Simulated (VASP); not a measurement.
Crystal: DyGaH4.

```
CELL_PARAMETERS angstrom
3.15151 0.00000 0.00000
-1.57576 2.72929 0.00000
0.00000 0.00000 5.56820
ATOMIC_POSITIONS crystal
Dy 0.00000 0.00000 0.50000
Ga 0.00000 0.00000 0.00000
H 0.33333 0.66667 0.17949
H 0.66667 0.33333 0.17949
H 0.66667 0.33333 0.82051
H 0.33333 0.66667 0.82051
```

The cell was generated, and may not be a known phase.

| Item | Value |
| --- | --- |
| Program | VASP 6.6.1 |
| Task | relaxation of cell and atoms |
| Functional | PBE |
| Potentials or basis | VASP PAW PBE potentials, release 64 (Dy_3, Ga_d, H), 4f in core |
| Cutoff | 500 eV |
| k mesh | 6 × 6 × 4 |
| Occupations | gaussian, width 0.1 eV |
| Spin | no spin polarisation |

At the start: pressure 17.3 GPa; volume 7.98 Å³/atom.

**Question.** How do energy, volume and symmetry change on relaxing?

**Answer.** Over 17 steps the energy falls by 446.7 meV/atom and the volume is 10.21 Å³/atom (+27.9 %); space group P6/mmm (No. 191, to 0.1 Å) before and after.

The path:
```csv
step,energy change (eV),largest force (eV/Å),pressure (GPa),volume (Å³)
1,0.0000,1.1547,17.32,47.89
2,-0.9462,1.1368,3.42,54.04
3,-1.2471,1.0961,-2.78,59.27
4,-1.2812,1.0697,-4.51,61.36
5,-1.6082,0.9677,-2.78,60.20
6,-2.0261,0.4130,5.34,56.76
7,-2.1894,0.3008,5.12,56.91
8,-2.4877,0.0382,5.52,57.28
9,-2.3145,0.3973,10.04,57.85
10,-2.4930,0.3884,7.15,57.57
11,-2.5174,0.2705,6.46,57.46
12,-2.6150,0.1561,3.51,59.10
13,-2.6619,0.1091,-2.29,63.26
14,-2.6742,0.0339,-0.76,62.00
15,-2.6743,0.0279,-0.63,61.91
16,-2.6779,0.0246,-0.36,61.66
17,-2.6805,0.0186,0.11,61.24
```

Final structure:
```cif
data_structure
_symmetry_space_group_name_H-M 'P 1'
_symmetry_Int_Tables_number 1
_cell_length_a 3.5179
_cell_length_b 3.5179
_cell_length_c 5.7143
_cell_angle_alpha 90.000
_cell_angle_beta 90.000
_cell_angle_gamma 120.000
_cell_volume 61.24
loop_
_atom_site_label
_atom_site_type_symbol
_atom_site_fract_x
_atom_site_fract_y
_atom_site_fract_z
_atom_site_occupancy
Dy1 Dy 0.00000 0.00000 0.50000 1
Ga1 Ga 0.00000 0.00000 0.00000 1
H1 H 0.33333 0.66667 0.30121 1
H2 H 0.66667 0.33333 0.30121 1
H3 H 0.66667 0.33333 0.69879 1
H4 H 0.33333 0.66667 0.69879 1
```

Caveat: the k points lie up to 0.34 Å⁻¹ apart in the final cell, too coarse for converged energies and pressures of a metal; the volume moved by over 15 % at a fixed basis, so the end points are rough.
